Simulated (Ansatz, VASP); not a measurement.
# One calculation of NaC3, two programs

```
Na C
1.0
     2.60228   -5.17224    0.00000
     2.60228    5.17224    0.00000
     0.00000    0.00000    3.67060
Na C
2 6
Direct
  0.65030 0.34970 0.25000
  0.34970 0.65030 0.75000
  0.03627 0.96373 0.25000
  0.96373 0.03627 0.75000
  0.03900 0.23458 0.25000
  0.96100 0.76542 0.75000
  0.23458 0.03900 0.75000
  0.76542 0.96100 0.25000
```

Alike in both runs: functional PBE; k mesh 4 × 4 × 6; occupations gaussian, width 0.1 eV; no spin polarisation.

Ansatz relaxed the structure, and its values are those at the end. VASP's run is a single point on that final structure, the one shown.

|  | VASP | Ansatz |
| --- | --- | --- |
| version | VASP 6.6.1 | Ansatz 0.2.0 |
| potentials or method | VASP PAW PBE potentials, release 64 (Na_sv, C), cutoff 970 eV | scalar-relativistic, plane waves, PAW |
| valence electrons in the cell | 42 | 42 |

```tsv
	VASP	Ansatz	Ansatz less VASP
gap on the k mesh at the Fermi level (eV)	none	none	-
pressure (GPa)	-0.1	0.0	+0.05
rms of the force components (eV/Å)	0.036	0.004	-0.0320
```

A gap of «none» marks a metal or a gap that the smearing closes. The functional is the same, so the differences come from potentials, cutoffs and numerics.
